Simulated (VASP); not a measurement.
# BaS (Fm-3m) in VASP: notebook

Runs on BaS. Level: PBE. Tasks: single point.

Program: VASP 6.6.1. These are calculated values, not measurements. Logs are shortened: lines on timing, memory, paths and dates and some standing lists are left out, and cuts for length are marked.

## (1) The cell of the first run

It takes space group Fm-3m (No. 225, cubic). Conventional cell: a = 6.388 Å, b = 6.388 Å, c = 6.388 Å, α = 90.00°, β = 90.00°, γ = 90.00°. Ba (site symmetry m-3m) has 6 S at 3.19 Å within 4.2 Å. S (site symmetry m-3m) has 6 Ba at 3.19 Å within 4.2 Å.

## (2) Single point, PBE

File INCAR:

```
ALGO = Normal
EDIFF = 1E-6
ENCUT = 520
GGA = PE
ISIF = 2
ISMEAR = 0
LASPH = True
LCHARG = False
LREAL = False
LWAVE = False
NBANDS = 15
NELM = 80
PREC = Accurate
SIGMA = 0.01
```

File KPOINTS:

```
k-points
0
Gamma
  4 4 4
```

File POSCAR:

```
BaS
1.0
    0.0000000000      3.1937500000      3.1937500000
    3.1937500000      0.0000000000      3.1937500000
    3.1937500000      3.1937500000      0.0000000000
Ba S
1 1
Direct
    0.0000000000      0.0000000000      0.0000000000
    0.5000000000      0.5000000000      0.5000000000
```

Potentials or basis: VASP PAW PBE potentials, release 64 (Ba_sv, S).

On the command line:

```console
cat potpaw_PBE.64/Ba_sv/POTCAR potpaw_PBE.64/S/POTCAR > POTCAR
mpirun -np 1 vasp_std > vasp.out
```

OUTCAR:

```text
EDIFF = 1E-6
   ENCUT = 520
   GGA = PE
   ISIF = 2
   ISMEAR = 0
   LASPH = True
   LREAL = False
   NELM = 80
   PREC = Accurate

 ion  position               nearest neighbor table
   1  0.000  0.000  0.000-   2 3.19   2 3.19   2 3.19   2 3.19   2 3.19   2 3.19
   2  0.500  0.500  0.500-   1 3.19   1 3.19   1 3.19   1 3.19   1 3.19   1 3.19

  LATTYP: Found a face centered cubic cell.
 ALAT       =     6.3875000000

  Lattice vectors:

 A1 = (   0.0000000000,   3.1937500000,   3.1937500000)
 A2 = (   3.1937500000,   0.0000000000,   3.1937500000)
 A3 = (   3.1937500000,   3.1937500000,   0.0000000000)

Analysis of symmetry for initial positions (statically):
=====================================================================
 Subroutine PRICEL returns:
 Original cell was already a primitive cell.

 Routine SETGRP: Setting up the symmetry group for a
 face centered cubic supercell.

 Subroutine GETGRP returns: Found 48 space group operations
[... 9 lines left out ...]

 Routine SETGRP: Setting up the symmetry group for a
 face centered cubic supercell.

 Subroutine GETGRP returns: Found 48 space group operations
[... 11 lines left out ...]
                                     Primitive cell

  volume of cell :      65.1527

  direct lattice vectors                    reciprocal lattice vectors
     0.000000000  3.193750000  3.193750000    -0.156555773  0.156555773  0.156555773
     3.193750000  0.000000000  3.193750000     0.156555773 -0.156555773  0.156555773
     3.193750000  3.193750000  0.000000000     0.156555773  0.156555773 -0.156555773

  length of vectors
     4.516644565  4.516644565  4.516644565     0.271162553  0.271162553  0.271162553

  position of ions in fractional coordinates (direct lattice)
     0.000000000  0.000000000  0.000000000
     0.500000000  0.500000000  0.500000000

  ion indices of the primitive-cell ions
   primitive index   ion index
                 1           1
                 2           2

----------------------------------------------------------------------------------------

 KPOINTS: k-points

Automatic generation of k-mesh.
 Grid dimensions read from file:
 generate k-points for:    4    4    4

 Generating k-lattice:

  Cartesian coordinates                     Fractional coordinates (reciprocal lattice)
    -0.039138943  0.039138943  0.039138943     0.250000000  0.000000000  0.000000000
     0.039138943 -0.039138943  0.039138943     0.000000000  0.250000000  0.000000000
     0.039138943  0.039138943 -0.039138943     0.000000000  0.000000000  0.250000000

  Length of vectors
     0.067790638  0.067790638  0.067790638

  Shift w.r.t. Gamma in fractional coordinates (k-lattice)
     0.000000000  0.000000000  0.000000000

 Subroutine IBZKPT returns following result:
 ===========================================

 Found      8 irreducible k-points:

 Following reciprocal coordinates:
            Coordinates               Weight
  0.000000  0.000000  0.000000      1.000000
  0.250000  0.000000  0.000000      8.000000
  0.500000  0.000000  0.000000      4.000000
  0.250000  0.250000  0.000000      6.000000
  0.500000  0.250000  0.000000     24.000000
 -0.250000  0.250000  0.000000     12.000000
  0.500000  0.500000  0.000000      3.000000
 -0.250000  0.500000  0.250000      6.000000
   k-points           NKPTS =      8   k-points in BZ     NKDIM =      8   number of bands    NBANDS=     15
   number of dos      NEDOS =    301   number of ions     NIONS =      2
   total plane-waves  NPLWV =  46656
   dimension x,y,z NGX =    36 NGY =   36 NGZ =   36
   dimension x,y,z NGXF=    72 NGYF=   72 NGZF=   72
   ions per type =               1   1
   NGX,Y,Z   is equivalent  to a cutoff of  13.25, 13.25, 13.25 a.u.
   NGXF,Y,Z  is equivalent  to a cutoff of  26.50, 26.50, 26.50 a.u.
 SYSTEM =  unknown system
   PREC   = accura    normal or accurate (medium, high low for compatibility)
   ISTART =      0    job   : 0-new  1-cont  2-samecut
   ICHARG =      2    charge: 1-file 2-atom 10-const
   ISPIN  =      1    spin polarized calculation?
   LNONCOLLINEAR =      F non collinear calculations
   LSORBIT =      F    spin-orbit coupling
   LASPH  =      T    aspherical Exc in radial PAW
   ENCUT  =  520.0 eV  38.22 Ry    6.18 a.u.   8.40  8.40  8.40*2*pi/ulx,y,z
   NELM   =     80;   NELMIN=  2; NELMDL= -5     # of ELM steps
   EDIFF  = 0.1E-05   stopping-criterion for ELM
   LREAL  =      F    real-space projection
   EDIFFG = 0.1E-04   stopping-criterion for IOM
   NSW    =      0    number of steps for IOM
   IBRION =     -1    ionic relax: 0-MD 1-quasi-New 2-CG
   NFREE  =      0    steps in history (QN), initial steepest desc. (CG)
   ISIF   =      2    stress and relaxation
   ISYM   =      2    0-nonsym 1-usesym 2-fastsym
   POTIM  = 0.5000    time-step for ionic-motion
   TEBEG  =    0.0;   TEEND  =   0.0 temperature during run
   PSTRESS=    0.0 pullay stress
   NELECT =      16.0000    total number of electrons
   NUPDOWN=      -1.0000    fix difference up-down
   EMIN   =  10.00;   EMAX   =-10.00  energy-range for DOS
   EFERMI =   0.00;   METHOD = LEGACY
   ISMEAR =     0;   SIGMA  =   0.01  broadening in eV -4-tet -1-fermi 0-gaus
   EFERMI_NEDOS =   21; number of points for ismear=-14 and -15
   IALGO  =     38    algorithm
   IMIX   =      4    mixing-type and parameters
     AMIX     =   0.40;   BMIX     =  1.00
     AMIX_MAG =   1.60;   BMIX_MAG =  1.00
  volume/ion in A,a.u.               =      32.58       219.84
  Fermi-wavevector in a.u.,A,eV,Ry     =   1.025189  1.937326 14.299891  1.051012
  Thomas-Fermi vector in A             =   2.159016
   LORBIT       =      0    0 simple, 1 ext, 2 COOP (PROOUT), +10 PAW based schemes
   GGA     = PE    functional components
   LHFCALC =     F    Hartree Fock is set to
   AEXX    =    0.0000 exact exchange contribution
   IVDW    =     0    specifies the selected vdW correction
   LEPSILON=     F    determine dielectric tensor
   LRPA    =     F    only Hartree local field effects (RPA)
 non-spin polarized calculation
 Gauss-broadening in eV      SIGMA  =   0.01
  energy-cutoff  :      520.00
  volume of cell :       65.15
 maximum number of plane-waves:      1807
 NGX is ok and might be reduce to    36
   NGX = 17   NGY = 17   NGZ = 17

 number of electron      16.0000001 magnetization

 Free energy of the ion-electron system (eV)
  ---------------------------------------------------
  ext. energy  EPLUGINS =         0.00000000
  ---------------------------------------------------
  free energy    TOTEN  =       -10.17970604 eV

  energy without entropy =      -10.17970604  energy(sigma->0) =      -10.17970604

 E-fermi :   1.5966     XC(G=0):  -8.6241

 val. band max:        1.4601143338   @ k =   0.0000   0.0000   0.0000
 cond. band min:       3.5621055244   @ k =   0.5000   0.5000   0.0000
 fundamental gap:      2.1019911906
 Fermi energy:         1.5966284161

 k-point     1 :       0.0000    0.0000    0.0000
  band No.  band energies     occupation
      1     -24.6226      2.00000
      2      -9.6781      2.00000
      3      -9.6781      2.00000
      4      -9.6781      2.00000
      5      -8.8992      2.00000
      6       1.4601      2.00000
      7       1.4601      2.00000
      8       1.4601      2.00000
      9       5.0566      0.00000
     10       5.3229      0.00000
     11       5.3229      0.00000
     12       5.3229      0.00000
     13       6.2487      0.00000
     14       6.2487      0.00000
     15      10.1919      0.00000

 k-point     2 :       0.2500    0.0000    0.0000
  band No.  band energies     occupation
      1     -24.6003      2.00000
      2     -10.4064      2.00000
      3      -9.6975      2.00000
      4      -9.6975      2.00000
      5      -8.1225      2.00000
      6       0.3112      2.00000
      7       0.8329      2.00000
      8       0.8329      2.00000
      9       5.5576      0.00000
     10       6.2088      0.00000
     11       6.2088      0.00000
     12       6.8434      0.00000
     13       7.8428      0.00000
     14       7.8428      0.00000
     15      12.0485      0.00000

 k-point     3 :       0.5000    0.0000    0.0000
  band No.  band energies     occupation
      1     -24.5779      2.00000
      2     -10.8137      2.00000
      3      -9.7164      2.00000
      4      -9.7164      2.00000
      5      -7.6601      2.00000
      6      -0.4777      2.00000
      7       0.3722      2.00000
      8       0.3722      2.00000
      9       6.9985      0.00000
     10       7.1478      0.00000
     11       7.7611      0.00000
     12       7.7611      0.00000
     13      10.3919      0.00000
     14      10.4232      0.00000
     15      10.4289      0.00000

 k-point     4 :       0.2500    0.2500    0.0000
  band No.  band energies     occupation
      1     -24.5934      2.00000
      2     -10.2719      2.00000
      3      -9.7743      2.00000
      4      -9.7743      2.00000
      5      -8.3015      2.00000
      6       0.1668      2.00000
      7       1.2928      2.00000
      8       1.2928      2.00000
      9       4.2522      0.00000
     10       6.1643      0.00000
     11       6.7477      0.00000
     12       7.1948      0.00000
     13       7.1948      0.00000
     14       9.6336      0.00000
     15      12.8915      0.00000

 k-point     5 :       0.5000    0.2500    0.0000
  band No.  band energies     occupation
      1     -24.5713      2.00000
      2     -10.4962      2.00000
      3      -9.8918      2.00000
      4      -9.7942      2.00000
      5      -8.1420      2.00000
      6       0.2662      2.00000
      7       0.7083      2.00000
      8       0.8143      2.00000
      9       4.8939      0.00000
     10       7.4335      0.00000
     11       8.2274      0.00000
     12       8.3305      0.00000
     13       8.5472      0.00000
     14       9.9160      0.00000
     15      10.2269      0.00000

 k-point     6 :      -0.2500    0.2500    0.0000
  band No.  band energies     occupation
      1     -24.5784      2.00000
      2     -10.5617      2.00000
      3      -9.8982      2.00000
      4      -9.7179      2.00000
      5      -7.9383      2.00000
      6      -0.1166      2.00000
      7       0.4552      2.00000
      8       1.0011      2.00000
      9       5.9678      0.00000
     10       6.7857      0.00000
     11       6.7885      0.00000
     12       7.5098      0.00000
     13       9.1945      0.00000
     14      10.2673      0.00000
     15      11.3299      0.00000

 k-point     7 :       0.5000    0.5000    0.0000
  band No.  band energies     occupation
      1     -24.5648      2.00000
      2     -10.1618      2.00000
      3      -9.8692      2.00000
      4      -9.8692      2.00000
      5      -8.8071      2.00000
      6       0.9354      2.00000
      7       1.3231      2.00000
      8       1.3231      2.00000
      9       3.5621      0.00000
     10       7.3883      0.00000
     11       7.4813      0.00000
     12       8.9474      0.00000
     13       8.9474      0.00000
     14       9.0959      0.00000
     15      10.0177      0.00000

 k-point     8 :      -0.2500    0.5000    0.2500
  band No.  band energies     occupation
      1     -24.5643      2.00000
      2     -10.2107      2.00000
      3     -10.0185      2.00000
      4     -10.0185      2.00000
      5      -8.2669      2.00000
      6       0.3404      2.00000
      7       0.9671      2.00000
      8       0.9671      2.00000
      9       5.7427      0.00000
     10       5.7427      0.00000
     11       7.7496      0.00000
     12       8.3393      0.00000
     13       8.9714      0.00000
     14      10.9958      0.00000
     15      12.0950      0.00000

------------------------ aborting loop because EDIFF is reached ----------------------------------------

  FORCE on cell =-STRESS in cart. coord.  units (eV):
  Direction    XX          YY          ZZ          XY          YZ          ZX
  --------------------------------------------------------------------------------------
  -------------------------------------------------------------------------------------
  Total        0.5971424      0.5971424      0.5971424      0.0000000      0.0000000     -0.0000000
  in kB       14.6843837     14.6843837     14.6843837      0.0000000      0.0000000     -0.0000000
  external PRESSURE =      14.6843837 kB  Pullay stress =       0.0000000 kB

 VOLUME and BASIS-vectors are now :
 -----------------------------------------------------------------------------
  energy-cutoff  :      520.00
  volume of cell :       65.15
      direct lattice vectors                 reciprocal lattice vectors
     0.000000000  3.193750000  3.193750000    -0.156555773  0.156555773  0.156555773
     3.193750000  0.000000000  3.193750000     0.156555773 -0.156555773  0.156555773
     3.193750000  3.193750000  0.000000000     0.156555773  0.156555773 -0.156555773

 POSITION                                       TOTAL-FORCE (eV/Angst)
 -----------------------------------------------------------------------------------
      0.00000      0.00000      0.00000        -0.000000      0.000000      0.000000
      3.19375      3.19375      3.19375         0.000000     -0.000000     -0.000000
 -----------------------------------------------------------------------------------
    total drift:                                0.000000      0.000000      0.000000

  FREE ENERGIE OF THE ION-ELECTRON SYSTEM (eV)
  ---------------------------------------------------
  free  energy   TOTEN  =       -10.1797060411 eV

  energy  without entropy=      -10.1797060411  energy(sigma->0) =      -10.17970604
```

Run time: 14 s. Hardware: 1 thread of AMD EPYC 7R43 (Zen 3), shared host; peak memory 0.16 GiB.

Results:

| Item | Value |
| --- | --- |
| Free energy | -10.1797 eV |
| Pressure | 1.5 GPa |
| Band gap on the k mesh | 2.10 eV, indirect (least direct gap 2.24 eV) |

Caveat: the k points lie up to 0.43 Å⁻¹ apart; spin-orbit coupling is left out, which moves the levels of the heavy elements. A hybrid or GW would open this gap; PBE tends to underestimate it.

## (3) Single point, PBE

File INCAR:

```
SYSTEM = BaS
ALGO = Normal
EDIFF = 1E-6
ENCUT = 520
GGA = PE
ISIF = 2
ISMEAR = 0
LASPH = .TRUE.
LCHARG = .FALSE.
LREAL = .FALSE.
LWAVE = .FALSE.
NBANDS = 15
NELM = 100
PREC = Accurate
SIGMA = 0.01
```

File KPOINTS:

```
k-points
0
G
  4 4 4
  0 0 0
```

POSCAR is that of step 2.

Potentials or basis: VASP PAW PBE potentials, release 64 (Ba_sv, S).

On the command line:

```console
cat potpaw_PBE.64/Ba_sv/POTCAR potpaw_PBE.64/S/POTCAR > POTCAR
mpirun -np 1 vasp_std > vasp.out
```

It took 15 s on 1 thread of AMD EPYC 7R43 (Zen 3), shared host; peak memory 0.16 GiB.

It converged, with:

| Item | Value |
| --- | --- |
| Free energy | -10.1797 eV |
| Pressure | 1.5 GPa |
| Band gap on the k mesh | 2.10 eV, indirect (least direct gap 2.24 eV) |

Levels at points of the mesh, in eV from the valence-band top:
```csv
k point,band 5,band 6,band 7,band 8,band 9,band 10,band 11,band 12
"(0.00, 0.00, 0.00)",-10.36,0.00,0.00,0.00,3.60,3.86,3.86,3.86
"(0.50, 0.00, 0.00)",-9.12,-1.94,-1.09,-1.09,5.54,5.69,6.30,6.30
"(0.50, 0.50, 0.00)",-10.27,-0.52,-0.14,-0.14,2.10,5.93,6.02,7.49
```

Caveat: the k points lie up to 0.43 Å⁻¹ apart; spin-orbit coupling is left out, which moves the levels of the heavy elements. As with any semilocal functional, this PBE gap is likely too small.
